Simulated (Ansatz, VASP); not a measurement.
## Two plane-wave programs on ZrPdSe4

```
CELL_PARAMETERS angstrom
4.92885 0.00000 0.00000
-2.46442 4.26851 0.00000
0.00000 0.00000 5.67436
ATOMIC_POSITIONS crystal
Zr 0.00000 0.00000 0.00000
Pd 0.00000 0.00000 0.50000
Se 0.33333 0.66667 0.76840
Se 0.33333 0.66667 0.23160
Se 0.66667 0.33333 0.76840
Se 0.66667 0.33333 0.23160
```

Change from the starting cell: species swapped into the TiNbB4 type (P6/mmm, No. 191).

Alike in both runs: functional PBE; k mesh 6 × 6 × 2; occupations gaussian, width 0.1 eV; no spin polarisation.

Ansatz relaxed the structure, and its values are those at the end. VASP's run is a single point on that final structure, the one shown.

|  | VASP | Ansatz |
| --- | --- | --- |
| version | VASP 6.6.1 | Ansatz 0.2.0 |
| potentials or method | VASP PAW PBE potentials, release 64 (Zr_sv, Pd, Se), cutoff 520 eV | scalar-relativistic, plane waves, PAW |
| valence electrons in the cell | 46 | 94 |

VASP gave:

| Quantity | Value |
| --- | --- |
| gap on the k mesh at the Fermi level (eV) | none |
| pressure (GPa) | 0.0 |
| rms of the force components (eV/Å) | 0.007 |

**Question.** What did Ansatz give for the same quantities?

**Answer.** gap on the k mesh at the Fermi level (eV): none; pressure (GPa): 0.0; rms of the force components (eV/Å): 0.001.

A gap of «none» marks a metal or a gap that the smearing closes. VASP's potentials hold 46 valence electrons a cell and Ansatz's 94, so a difference there can come from the potentials and not from the codes.

The k mesh is coarse, so the values compare programs but aren't converged.
